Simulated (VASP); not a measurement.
# MgS (e600) (I-4m2) in VASP: further runs, part 2 of 2

VASP 6.6.1.

### 6 Relaxation of the atoms, PBEsol (strained cell)

INCAR reads:

```
ALGO     = Normal         # electronic algorithm
EDIFF    = 1E-7           # SCF threshold, eV
EDIFFG   = -0.002         # ionic threshold
ENCUT    = 520            # plane-wave cutoff, eV
GGA      = PS             # functional
GGA_COMPAT= False        
IBRION   = 2              # ionic algorithm
ISIF     = 2              # what is computed and relaxed
ISMEAR   = 0              # smearing method
LASPH    = True           # aspherical terms in the spheres
LCHARG   = False          # write CHGCAR
LREAL    = False          # projectors in reciprocal space
LWAVE    = False          # write WAVECAR
NELM     = 120            # most SCF steps
NELMIN   = 4            
NSW      = 60             # ionic steps
PREC     = Accurate       # precision mode
SIGMA    = 0.02           # smearing width, eV
```

KPOINTS reads:

```
k-points
0
Gamma
  6 6 6
```

POSCAR reads:

```
MgS
1.0
    0.0000000000      2.8539585520      2.7979562139
    2.8539585520      0.0000000000      2.7979562139
    2.8539585520      2.8539585520      0.0000000000
Mg S
1 1
Direct
    0.0000000000      0.0000000000      0.0000000000
    0.2500000000      0.2500000000      0.2500000000
```

Potentials or basis: VASP PAW PBE potentials, release 64 (Mg, S).

Launch:

```
$ cat potpaw_PBE.64/Mg/POTCAR potpaw_PBE.64/S/POTCAR > POTCAR
$ mpirun -np 1 vasp_std > vasp.out
```

OUTCAR:

```text
EDIFF = 1E-7
   EDIFFG = -0.002
   ENCUT = 520
   GGA = PS
   IBRION = 2
   ISIF = 2
   ISMEAR = 0
   LASPH = True
   LREAL = False
   NELM = 120
   NELMIN = 4
   NSW = 60
   PREC = Accurate

 ion  position               nearest neighbor table
   1  0.000  0.000  0.000-   2 2.46   2 2.46   2 2.46   2 2.46
   2  0.250  0.250  0.250-   1 2.46   1 2.46   1 2.46   1 2.46

  LATTYP: Found a body centered tetragonal cell.
 ALAT       =     4.0361068907
 C/A-ratio  =     1.3864628909

  Lattice vectors:

 A1 = (   0.0000000000,  -2.8539585520,  -2.7979562139)
 A2 = (   0.0000000000,   2.8539585520,  -2.7979562139)
 A3 = (   2.8539585520,   0.0000000000,   2.7979562139)

Analysis of symmetry for initial positions (statically):
=====================================================================
 Subroutine PRICEL returns:
 Original cell was already a primitive cell.

 Routine SETGRP: Setting up the symmetry group for a
 body centered tetragonal supercell.

 Subroutine GETGRP returns: Found  8 space group operations
 (whereof  8 operations were pure point group operations)
 out of a pool of 16 trial point group operations.

[... 171 lines left out ...]
 k-point     1 :       0.0000    0.0000    0.0000
  band No.  band energies     occupation
      1     -10.2797      2.00000
      2       0.9584      2.00000
      3       0.9584      2.00000
      4       1.0077      2.00000
      5       4.2471      0.00000
      6       8.8308      0.00000
      7       8.8308      0.00000
      8       8.8490      0.00000
[... 243 lines left out ...]
 k-point    24 :       0.5000    0.0000    0.3333
  band No.  band energies     occupation
      1      -9.4397      2.00000
      2      -1.6856      2.00000
      3      -0.4061      2.00000
      4       0.1175      2.00000
      5       5.4262      0.00000
      6       7.3166      0.00000
      7      10.2547      0.00000
      8      11.3069      0.00000

 [... further k-points ...]

------------------------ aborting loop because EDIFF is reached ----------------------------------------

  FORCE on cell =-STRESS in cart. coord.  units (eV):
  Direction    XX          YY          ZZ          XY          YZ          ZX
  --------------------------------------------------------------------------------------
  -------------------------------------------------------------------------------------
  Total       -0.2213710     -0.2213710     -0.1155115      0.0000000      0.0000000      0.0000000
  in kB       -7.7815329     -7.7815329     -4.0604074      0.0000000      0.0000000      0.0000000
  external PRESSURE =      -6.5411577 kB  Pullay stress =       0.0000000 kB

 VOLUME and BASIS-vectors are now :
 -----------------------------------------------------------------------------
  energy-cutoff  :      520.00
  volume of cell :       45.58
      direct lattice vectors                 reciprocal lattice vectors
     0.000000000  2.853958552  2.797956214    -0.175195256  0.175195256  0.178701867
     2.853958552  0.000000000  2.797956214     0.175195256 -0.175195256  0.178701867
     2.853958552  2.853958552  0.000000000     0.175195256  0.175195256 -0.178701867

 POSITION                                       TOTAL-FORCE (eV/Angst)
 -----------------------------------------------------------------------------------
      0.00000      0.00000      0.00000        -0.000000     -0.000000     -0.000000
      1.42698      1.42698      1.39898         0.000000      0.000000      0.000000
 -----------------------------------------------------------------------------------
    total drift:                                0.000000      0.000000     -0.000000

  FREE ENERGIE OF THE ION-ELECTRON SYSTEM (eV)
  ---------------------------------------------------
  free  energy   TOTEN  =        -8.9153430429 eV

  energy  without entropy=       -8.9153430429  energy(sigma->0) =       -8.91534304

 reached required accuracy - stopping structural energy minimisation
```

OSZICAR:

```text
N       E                     dE             d eps       ncg     rms          rms(c)
DAV:   1     0.236178956081E+02    0.23618E+02   -0.37004E+03   496   0.799E+02
DAV:   2    -0.796431757812E+01   -0.31582E+02   -0.29904E+02   616   0.104E+02
DAV:   3    -0.939445913797E+01   -0.14301E+01   -0.14301E+01   632   0.300E+01
DAV:   4    -0.940048231485E+01   -0.60232E-02   -0.60232E-02   784   0.217E+00
DAV:   5    -0.940048704134E+01   -0.47265E-05   -0.47265E-05   648   0.627E-02    0.371E+00
DAV:   6    -0.895400067344E+01    0.44649E+00   -0.12787E+00   480   0.528E+00    0.278E+00
DAV:   7    -0.891396212518E+01    0.40039E-01   -0.23598E-01   544   0.242E+00    0.200E+00
DAV:   8    -0.891559457478E+01   -0.16324E-02   -0.11686E-02   576   0.931E-01    0.823E-01
DAV:   9    -0.891522099908E+01    0.37358E-03   -0.88966E-04   696   0.200E-01    0.321E-01
DAV:  10    -0.891533490548E+01   -0.11391E-03   -0.21468E-04   568   0.943E-02    0.193E-02
DAV:  11    -0.891534332353E+01   -0.84180E-05   -0.10707E-05   600   0.216E-02    0.418E-02
DAV:  12    -0.891534297943E+01    0.34410E-06   -0.14716E-06   648   0.719E-03    0.382E-03
DAV:  13    -0.891534304292E+01   -0.63497E-07   -0.34938E-08   472   0.127E-03
   1 F= -.89153430E+01 E0= -.89153430E+01  d E =-.891534E+01
```

CONTCAR:

```text
MgS
   1.00000000000000
     0.0000000000000000    2.8539585519999999    2.7979562139000000
     2.8539585519999999    0.0000000000000000    2.7979562139000000
     2.8539585519999999    2.8539585519999999    0.0000000000000000
  Mg              S
     1     1
Direct
     0.0000000000000000    0.0000000000000000    0.0000000000000000
     0.2500000000000000    0.2500000000000000    0.2500000000000000

  0.00000000E+00  0.00000000E+00  0.00000000E+00
  0.00000000E+00  0.00000000E+00  0.00000000E+00
```

It took 12 s on 1 thread of Intel Xeon Platinum 8375C at 2.90GHz (Ice Lake), shared host; peak memory 0.16 GiB.

What came out:

```yaml
Free_energy: -8.9153 eV
Pressure_after_relaxing: -0.7 GPa
Band_gap_on_the_k_mesh: 3.24 eV, direct
```

Final structure:
```xyz
2
Lattice="0.0000 2.8540 2.7980 2.8540 0.0000 2.7980 2.8540 2.8540 0.0000" Properties=species:S:1:pos:R:3 pbc="T T T"
Mg    0.0000    0.0000    0.0000
S     1.4270    1.4270    1.3990
```

Levels at points of the mesh, in eV from the valence-band top:
```csv
k point,band 1,band 2,band 3,band 4,band 5,band 6,band 7,band 8
"(0.00, 0.00, 0.00)",-11.29,-0.05,-0.05,0.00,3.24,7.82,7.82,7.84
"(0.50, 0.00, 0.00)",-10.60,-3.20,-0.41,-0.31,4.94,7.41,7.61,8.37
"(0.50, 0.50, 0.00)",-10.36,-2.81,-1.14,-1.14,3.65,5.41,11.10,12.03
"(0.50, 0.00, 0.50)",-10.39,-2.90,-1.05,-1.04,3.70,5.55,10.87,11.92
```

Caveat: the cell differs from its parent crystal (strained cell); the relaxation stopped at its first step, so nothing moved; the PAW data sets were made with another functional, which shifts forces and pressure a little. A k mesh can miss the band edges.

### 7 Relaxation of the atoms, PBEsol (strained cell)

INCAR reads:

```
PREC = Accurate ; ENCUT = 520
EDIFF = 1E-7 ; ISMEAR = 0
SIGMA = 0.02 ; LREAL = F
LASPH = T ; NELM = 120
ALGO = Normal ; ISIF = 2
LWAVE = F ; LCHARG = F
GGA = PS ; IBRION = 2
NSW = 60 ; EDIFFG = -0.002
GGA_COMPAT = F ; NELMIN = 4
```

KPOINTS reads:

```
Automatic mesh
0
Gamma
  6 6 6
```

POSCAR reads:

```
MgS
1.0
    0.0000000000      2.8539585520      2.7840228496
    2.8539585520      0.0000000000      2.7840228496
    2.8539585520      2.8539585520      0.0000000000
Mg S
1 1
Direct
    0.0000000000      0.0000000000      0.0000000000
    0.2500000000      0.2500000000      0.2500000000
```

Launch:

```
$ cat potpaw_PBE.64/Mg/POTCAR potpaw_PBE.64/S/POTCAR > POTCAR
$ mpirun -np 1 vasp_std > vasp.out
```

It took 11 s on 1 thread of Intel Xeon Platinum 8375C at 2.90GHz (Ice Lake), shared host; peak memory 0.17 GiB.

It converged, with:

```yaml
Free_energy: -8.9156 eV
Pressure_after_relaxing: -0.4 GPa
Band_gap_on_the_k_mesh: 3.25 eV, direct
```

Stress tensor (GPa, compression positive):
```
-0.53  0.00  0.00
 0.00 -0.53  0.00
 0.00  0.00 -0.08
```

Final structure:
```xyz
2
Lattice="0.0000 2.8540 2.7840 2.8540 0.0000 2.7840 2.8540 2.8540 0.0000" Properties=species:S:1:pos:R:3 pbc="T T T"
Mg    0.0000    0.0000    0.0000
S     1.4270    1.4270    1.3920
```

Levels at points of the mesh, in eV from the valence-band top:
| k point | band 1 | band 2 | band 3 | band 4 | band 5 | band 6 | band 7 | band 8 |
| --- | --- | --- | --- | --- | --- | --- | --- | --- |
| (0.00, 0.00, 0.00) | -11.31 | -0.06 | -0.06 | 0.00 | 3.25 | 7.83 | 7.83 | 7.85 |
| (0.50, 0.00, 0.00) | -10.62 | -3.23 | -0.43 | -0.31 | 4.95 | 7.38 | 7.63 | 8.39 |
| (0.50, 0.50, 0.00) | -10.37 | -2.82 | -1.17 | -1.17 | 3.63 | 5.38 | 11.18 | 12.05 |
| (0.50, 0.00, 0.50) | -10.41 | -2.93 | -1.06 | -1.04 | 3.69 | 5.57 | 10.89 | 11.91 |

Caveat: the cell differs from its parent crystal (strained cell); the relaxation stopped at its first step, so nothing moved; the PAW data sets were made with another functional, which shifts forces and pressure a little. A k mesh can miss the band edges.

### 8 The runs side by side

```tsv
task	cell	cutoff (eV)	smearing	gap on the mesh (eV)	pressure (GPa)
single point	a = 3.997, b = 3.997, c = 4.036 Å, angles 59.7, 59.7, 60.7°, 2 atoms	600	gaussian 0.02 eV	3.24	-0.6
single point	a = 3.987, b = 3.987, c = 4.036 Å, angles 59.6, 59.6, 60.8°, 2 atoms	600	gaussian 0.02 eV	3.25	-0.4
single point	a = 3.987, b = 3.987, c = 4.036 Å, angles 59.6, 59.6, 60.8°, 2 atoms	600	gaussian 0.01 eV	3.25	-0.4
relaxation of the atoms	atoms relaxed from a = 4.004, b = 4.004, c = 4.036 Å, angles 59.7, 59.7, 60.5°, 2 atoms	520	gaussian 0.02 eV	3.23	-0.9
relaxation of the atoms	atoms relaxed from a = 3.997, b = 3.997, c = 4.036 Å, angles 59.7, 59.7, 60.7°, 2 atoms	520	gaussian 0.02 eV	3.24	-0.7
relaxation of the atoms	atoms relaxed from a = 3.987, b = 3.987, c = 4.036 Å, angles 59.6, 59.6, 60.8°, 2 atoms	520	gaussian 0.02 eV	3.25	-0.4
```

Alike in all rows: level PBEsol; potentials or basis VASP PAW PBE potentials, release 64 (Mg, S); no spin polarisation; k mesh 6 × 6 × 6.

Caveats: the PAW data sets were made with another functional, which shifts forces and pressure a little; the relaxation stopped at its first step, so nothing moved (some runs).

Total energies depend on the potentials used, so only differences within one code and one set of settings carry meaning.
